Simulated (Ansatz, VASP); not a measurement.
## One calculation of SnO, two programs

File INCAR:

```
PREC = Accurate ; ENCUT = 520
EDIFF = 1E-6 ; ISMEAR = 0
SIGMA = 0.05 ; LREAL = False
LASPH = True ; NELM = 100
ALGO = Normal ; ISIF = 2
LWAVE = False ; LCHARG = False
LDIPOL = True ; IDIPOL = 3
DIPOL = 0.5 0.5 0.403 ; GGA = PE
IVDW = 12 ; NBANDS = 50
```

File KPOINTS:

```
regular mesh
0
Gamma
  7 7 1
```

Contents of POSCAR:

```
SnO
1.0
    3.8201635894      0.0000000000      0.0000000000
    0.0000000000      3.8201635894      0.0000000000
    0.0000000000      0.0000000000     22.2260803631
Sn O
4 4
Direct
    0.7500000000      0.2500000000      0.2024648488
    0.2500000000      0.7500000000      0.3087831984
    0.7500000000      1.2500000000      0.4977503906
    0.2500000000      1.7500000000      0.6040687401
    0.2500000000      0.2500000000      0.2556240236
    0.7500000000      0.7500000000      0.2556240236
    0.2500000000      1.2500000000      0.5509095654
    0.7500000000      1.7500000000      0.5509095654
```

Input for Ansatz:

```yaml
crystal:
  lattice:
    - [3.8201635894, 0.0, 0.0]
    - [0.0, 3.8201635894, 0.0]
    - [0.0, 0.0, 22.2260803631]
  atoms:
    - { symbol: Sn, position: [0.75, 0.25, 0.2024648488] }
    - { symbol: O, position: [0.25, 0.25, 0.2556240236] }
    - { symbol: O, position: [0.75, 0.75, 0.2556240236] }
    - { symbol: Sn, position: [0.25, 0.75, 0.3087831984] }
    - { symbol: Sn, position: [0.75, 1.25, 0.4977503906] }
    - { symbol: O, position: [0.25, 1.25, 0.5509095654] }
    - { symbol: O, position: [0.75, 1.75, 0.5509095654] }
    - { symbol: Sn, position: [0.25, 1.75, 0.6040687401] }
basis:
  ecutwfc: 420
kpoints:
  mp_grid: { grid: [7, 7, 1] }
hamiltonian:
  xc: pbe
  pseudopotentials: { kind: paw, azcp: { folder: soft_1 } }
  dispersion: d3bj
scf:
  occupations: { method: gaussian, width: 0.05 }
output:
  forces: true
  eigenvalues: true
efield:
  axis: 3
  dipole_correction: true
  ramp_width: 0.04
```

Alike in both runs: task single point; functional PBE; dispersion D3(BJ); k mesh 7 × 7 × 1; occupations gaussian, width 0.05 eV; no spin polarisation.

|  | VASP | Ansatz |
| --- | --- | --- |
| version | VASP 6.6.1 | Ansatz 0.2.0 |
| potentials or method | VASP PAW PBE potentials, release 64 (Sn_d, O), cutoff 520 eV | scalar-relativistic, plane waves, PAW |
| valence electrons in the cell | 80 | 80 |

Ansatz gave:

| Property | Result |
| --- | --- |
| gap on the k mesh at the Fermi level (eV) | 2.62 |
| least direct gap on the mesh (eV) | 2.63 |
| rms of the force components (eV/Å) | 0.027 |

What did VASP give for the same quantities?

gap on the k mesh at the Fermi level (eV): 2.57; least direct gap on the mesh (eV): 2.59; rms of the force components (eV/Å): 0.059.
